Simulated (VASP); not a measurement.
A run of VASP 6.6.1 is set up as follows.

INCAR

```
ALGO = Fast
EDIFF = 1E-6
ENCUT = 520
GGA = PS
ISIF = 2
ISMEAR = 0
LASPH = True
LCHARG = False
LREAL = False
LWAVE = False
NBANDS = 25
NELM = 80
PREC = Accurate
SIGMA = 0.15
```

Contents of KPOINTS:

```
k-points
0
Gamma
  12 12 14
```

Contents of POSCAR:

```
Ti
1.0
    4.5962000000      0.0000000000      0.0000000000
   -2.2981000000      3.9804259609      0.0000000000
    0.0000000000      0.0000000000      2.7703000000
Ti
3
Direct
    0.0000000000      0.0000000000      0.0000000000
    0.3333333333      0.6666666667      0.5000000000
    0.6666666667      0.3333333333      0.5000000000
```

Potentials or basis: VASP PAW PBE potentials, release 64 (Ti_sv).

Run with:

```sh
$ cat potpaw_PBE.64/Ti_sv/POTCAR > POTCAR
$ mpirun -np 1 vasp_std > vasp.out
```

Task: What does it give for the pressure?

Result: -3.1 GPa.

Task: Predict the band gap on the k mesh.

Result: Zero (bands 18 and 19 overlap by 0.29 eV).

Stress tensor (GPa, compression positive):
```
-4.85  0.00  0.00
 0.00 -4.85  0.00
 0.00  0.00  0.39
```

Caveat: the stress differs along the axes, from -5 to 0 GPa; the PAW data sets were made with another functional, which shifts forces and pressure a little.
